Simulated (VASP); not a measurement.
Input of a VASP 6.6.1 run:

The input INCAR:

```
SYSTEM = AlAu
  ALGO = Normal
  EDIFF = 1E-6
  ENCUT = 500
  GGA = PS
  GGA_COMPAT = .False.
  ISIF = 2
  ISMEAR = 0
  LASPH = .True.
  LCHARG = .False.
  LREAL = .False.
  LWAVE = .False.
  NBANDS = 14
  NELM = 120
  PREC = Accurate
  SIGMA = 0.15
```

Contents of KPOINTS:

```
k-points
0
Gamma
  7 7 7
  0 0 0
```

POSCAR

```
AlAu
1.0
    3.2239420000      0.0000000000      0.0000000000
    0.0000000000      3.2239420000      0.0000000000
    0.0000000000      0.0000000000      3.2239420000
Al Au
1 1
Direct
    0.0000000000      0.0000000000      0.0000000000
    0.5000000000      0.5000000000      0.5000000000
```

Potentials or basis: VASP PAW PBE potentials, release 64 (Al, Au).

Launch:

```console
$ cat potpaw_PBE.64/Al/POTCAR potpaw_PBE.64/Au/POTCAR > POTCAR
$ mpirun -np 1 vasp_std > vasp.out
```

Q: What does it give for the band gap on the k mesh?

A: Zero (band 7 reaches 12.27 eV, above the bottom of band 8 at 8.79 eV).

Q: Estimate the pressure.

A: -6.1 GPa.

Caveat: the PAW data sets were made with another functional, which shifts forces and pressure a little; spin-orbit coupling is left out, which moves the levels of the heavy elements.
